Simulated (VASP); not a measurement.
Wanted: the native input for a VASP 6.6.1 run.

```
Task                   : relaxation of cell and atoms
Functional             : LDA
Potentials or basis    : VASP PAW LDA potentials, release 64 (Ti_sv)
Cutoff                 : 500 eV
k mesh                 : 6 × 6 × 6
Occupations            : fermi-dirac, width 0.1 eV
Spin                   : no spin polarisation
Dipole correction      : no
Further INCAR settings : ALGO = Normal; EDIFF = 1e-07; IBRION = 2; EDIFFG = -0.02; NSW = 50; ISIF = 3
```

The structure of Ti lies in POSCAR:

```
Ti
1.0
    0.0000000000      2.8400000000      2.8400000000
    2.8400000000      0.0000000000      2.8400000000
    2.8400000000      2.8400000000      0.0000000000
Ti
2
Direct
    0.0000000000      0.0000000000      0.0000000000
    0.2500000000      0.2500000000      0.2500000000
```

The input as run:

INCAR

```
SYSTEM = Ti
PREC = Accurate ; ENCUT = 500
EDIFF = 1E-7 ; ISMEAR = -1
SIGMA = 0.1 ; LREAL = .FALSE.
LASPH = .TRUE. ; NELM = 120
ALGO = Normal ; ISIF = 3
LWAVE = .FALSE. ; LCHARG = .FALSE.
IBRION = 2 ; NSW = 50
EDIFFG = -0.02 ; GGA_COMPAT = .FALSE.
NELMIN = 4
```

KPOINTS

```
Automatic mesh
0
G
  6 6 6
  0 0 0
```

Potentials or basis: VASP PAW LDA potentials, release 64 (Ti_sv).

Run with:

```console
$ cat potpaw_LDA.64/Ti_sv/POTCAR > POTCAR
$ mpirun -np 1 vasp_std > vasp.out
```

Results of the run:

| Quantity | Value |
| --- | --- |
| Relaxed volume | 19.72 Å³/atom |
| Relaxed cell | a = 3.821 Å, b = 3.821 Å, c = 3.821 Å, α = 60.00°, β = 60.00°, γ = 60.00° |
| Space group after relaxing (to 0.05 Å) | Fd-3m (No. 227) |
| Energy gained by relaxing | 57.5 meV/atom |
| Ionic steps | 4 |
| Pressure after relaxing | 0.0 GPa |
| Band gap on the k mesh | zero (band 12 reaches 6.52 eV, above the bottom of band 13 at 6.22 eV) |

Wall time 44 s on 1 thread of Intel(R) Xeon(R) Platinum 8375C CPU @ 2.90GHz (Ice Lake), on a shared host, peak memory 0.15 GiB.
